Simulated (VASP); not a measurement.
ZnSe, 2 atoms in the cell. The structure is cubic, space group F-43m (No. 216). The conventional cell has a = 5.633 Å, b = 5.633 Å, c = 5.633 Å, α = 90.00°, β = 90.00°, γ = 90.00°. Within 3.2 Å of Zn (site symmetry -43m) lie 4 Se at 2.44 Å. Within 3.2 Å of Se (site symmetry -43m) lie 4 Zn at 2.44 Å. 

* Program: VASP 6.6.1
* Task: relaxation of cell and atoms
* Functional: PBEsol
* Potentials or basis: VASP PAW PBE potentials, release 64 (Zn, Se)
* Cutoff: 600 eV
* k mesh: 8 × 8 × 8
* Occupations: gaussian, width 0.01 eV
* Spin: no spin polarisation
* Target pressure: 1 GPa
* Dipole correction: no
* Further INCAR settings: ALGO = Normal; EDIFF = 1e-06; IBRION = 2; EDIFFG = -0.001; NSW = 80; ISIF = 3

Potentials or basis: VASP PAW PBE potentials, release 64 (Zn, Se).

The run is started by

```console
$ cat potpaw_PBE.64/Zn/POTCAR potpaw_PBE.64/Se/POTCAR > POTCAR
$ mpirun -np 1 vasp_std > vasp.out
```

Hardware: 1 thread of Intel(R) Xeon(R) Platinum 8488C (Sapphire Rapids), on a shared host.

Question: Estimate the wall time of this run.

Answer: Wall time 38 s on 1 thread of Intel(R) Xeon(R) Platinum 8488C (Sapphire Rapids), with other jobs on the host, peak memory 0.19 GiB. Counts: scf iterations 34, k points 29, ion steps 6.
